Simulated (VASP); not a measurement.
Crystal: Ta2N.

```
Ta N
1.0
     3.09197    0.00000    0.00000
    -1.54598    2.67772    0.00000
     0.00000    0.00000    4.83716
Ta N
2 1
Direct
  0.33333 0.66667 0.25471
  0.66667 0.33333 0.74529
  0.00000 0.00000 0.00000
```

Base run:

```yaml
Program: VASP 6.6.1
Functional: PBEsol
Potentials_or_basis: VASP PAW PBE potentials, release 64 (Ta_pv, N)
Cutoff: 520 eV
k_mesh: 10 × 10 × 6
Occupations: fermi-dirac, width 0.05 eV
Spin: no spin polarisation
```

Its results: pressure -3.0 GPa; largest force 0.133 eV/Å.

Problem. The run is repeated on the same cell with these changes: functional from PBEsol to r2SCAN. What comes out?

Solution. Pressure 1.7 GPa; largest force 0.299 eV/Å.

Caveats: the PAW data sets were made with another functional, which shifts forces and pressure a little.
